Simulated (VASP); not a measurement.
Wanted: the native input for a VASP 6.6.1 run.

```
Task                   : single point
Functional             : PBE
Potentials or basis    : VASP PAW PBE potentials, release 64 (Be)
Cutoff                 : 600 eV
k mesh                 : 22 × 22 × 22
Occupations            : fermi-dirac, width 0.05 eV
Spin                   : no spin polarisation
Dipole correction      : no
Further INCAR settings : ALGO = Normal; EDIFF = 1e-06; NBANDS = 7
```

The structure of Be lies in POSCAR:

```
Be
1.0
    1.7513700689      0.0000000000      0.0000000000
    0.0000000000      1.7513700689      0.0000000000
    0.0000000000      0.0000000000      1.7513700689
Be
1
Direct
    0.0000000000      0.0000000000      0.0000000000
```

This isn't the form of Be at room conditions, which is hcp.

One way to write it, as run:

INCAR

```
  ALGO = Normal
  EDIFF = 1E-6
  ENCUT = 600
  GGA = PE
  GGA_COMPAT = F
  ISIF = 2
  ISMEAR = -1
  LASPH = T
  LCHARG = F
  LREAL = F
  LWAVE = F
  NBANDS = 7
  NELM = 120
  PREC = Accurate
  SIGMA = 0.05
```

KPOINTS

```
k-points
0
Gamma
  22 22 22
```

Potentials or basis: VASP PAW PBE potentials, release 64 (Be).

Command:

```console
$ cat potpaw_PBE.64/Be/POTCAR > POTCAR
$ mpirun -np 1 vasp_std > vasp.out
```

It gave:

| Quantity | Value |
| --- | --- |
| Pressure | 140.7 GPa |
| Band gap on the k mesh | zero (bands 1 and 2 overlap by 8.71 eV) |

Caveat: the cell stands under pressure.

Wall time 2.8 s on 1 thread of Intel(R) Xeon(R) 6975P-C (Granite Rapids) (shared host), peak memory 0.11 GiB.
